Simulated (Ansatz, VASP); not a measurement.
**Ga3Sb in VASP and in Ansatz**

```
CELL_PARAMETERS angstrom
-2.15880 2.15880 4.76048
2.15880 -2.15880 4.76048
2.15880 2.15880 -4.76048
ATOMIC_POSITIONS crystal
Ga 0.75000 0.25000 0.50000
Ga 0.25000 0.75000 0.50000
Ga 0.50000 0.50000 0.00000
Sb 0.00000 0.00000 0.00000
```

Alike in both runs: task single point; functional PBE; k mesh 6 × 6 × 6; occupations gaussian, width 0.1 eV; no spin polarisation.

|  | VASP | Ansatz |
| --- | --- | --- |
| version | VASP 6.6.1 | Ansatz 0.2.0 |
| potentials or method | VASP PAW PBE potentials, release 64 (Ga_d, Sb), cutoff 520 eV | scalar-relativistic, plane waves, PAW |
| valence electrons in the cell | 44 | 54 |

```tsv
	VASP	Ansatz	Ansatz less VASP
gap on the k mesh at the Fermi level (eV)	none	none	-
pressure (GPa)	-0.2	-0.2	+0.04
traceless stress, the component that is largest in VASP (GPa)	-1.90	-1.89	+0.008
```

A gap of «none» marks a metal or a gap that the smearing closes. The functional is the same, so the differences come from potentials, cutoffs and numerics. VASP's potentials hold 44 valence electrons a cell and Ansatz's 54, so a difference there can come from the potentials and not from the codes.

Spin-orbit coupling is off throughout.
